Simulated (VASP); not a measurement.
Write the native input for VASP 6.6.1 that does the following.

```
Task                   : single point
Functional             : r2SCAN
Potentials or basis    : VASP PAW PBE potentials, release 64 (B, As)
Cutoff                 : 520 eV
k mesh                 : 1 × 1 × 17
Occupations            : gaussian, width 0.05 eV
Spin                   : collinear spin
Starting moments       : [0.5, 0.5, 0.5, 0.5] μB
Dipole correction      : no
Further INCAR settings : ALGO = Normal; EDIFF = 1e-07; NBANDS = 20
```

The system is BAs, a wire with vacuum.

```
CELL_PARAMETERS angstrom
11.00000 0.00000 0.00000
0.00000 9.30000 0.00000
0.00000 0.00000 3.93515
ATOMIC_POSITIONS crystal
B 0.41775 0.50000 0.00000
B 0.58225 0.50000 0.50000
As 0.39838 0.50000 0.50000
As 0.60162 0.50000 0.00000
```

These files were run (other wordings do the same):

POSCAR

```
BAs
1.0
   11.0000000000      0.0000000000      0.0000000000
    0.0000000000      9.3000000000      0.0000000000
    0.0000000000      0.0000000000      3.9351459987
B As
2 2
Direct
    0.4177547597      0.5000000000      0.0000000000
    0.5822452403      0.5000000000      0.5000000000
    0.3983840067      0.5000000000      0.5000000000
    0.6016159933      0.5000000000      0.0000000000
```

INCAR.step1

```
SYSTEM = BAs
PREC = Accurate
ENCUT = 520
ISMEAR = 0
SIGMA = 0.05
LREAL = .False.
LASPH = .True.
NELM = 150
ISPIN = 2
MAGMOM = 0.5 0.5 0.5 0.5
NBANDS = 20
GGA = PE
ALGO = Normal
EDIFF = 1E-4
LWAVE = .True.
LCHARG = .False.
```

INCAR.step2

```
SYSTEM = BAs
PREC = Accurate
ENCUT = 520
EDIFF = 1E-7
ISMEAR = 0
SIGMA = 0.05
LREAL = .False.
LASPH = .True.
NELM = 150
ALGO = Normal
ISIF = 2
LWAVE = .False.
LCHARG = .True.
ISPIN = 2
MAGMOM = 0.5 0.5 0.5 0.5
LORBIT = 11
METAGGA = R2SCAN
LMIXTAU = .True.
LELF = .True.
LVHAR = .True.
NBANDS = 20
ISTART = 1
```

KPOINTS

```
Automatic mesh
0
Gamma
  1 1 17
  0 0 0
```

Potentials or basis: VASP PAW PBE potentials, release 64 (B, As).

Command:

```console
$ cat potpaw_PBE.64/B/POTCAR potpaw_PBE.64/As/POTCAR > POTCAR
$ cp INCAR.step1 INCAR
$ mpirun -np 1 vasp_std > vasp.out
$ cp INCAR.step2 INCAR
$ mpirun -np 1 vasp_std > vasp.out
```

It gave:

* Largest force: 0.031 eV/Å
* Band gap on the k mesh: 1.05 eV (least direct gap 1.11 eV)
* Net moment: 0.00 μB per cell
* Valence electrons inside the program's atomic spheres: B 1.71; As 2.93

Caveat: the PAW data sets were made with another functional, which shifts forces and pressure a little.

Wall time 6.2 min on 1 thread of Intel(R) Xeon(R) 6975P-C (Granite Rapids), with other jobs on the host, peak memory 0.69 GiB.
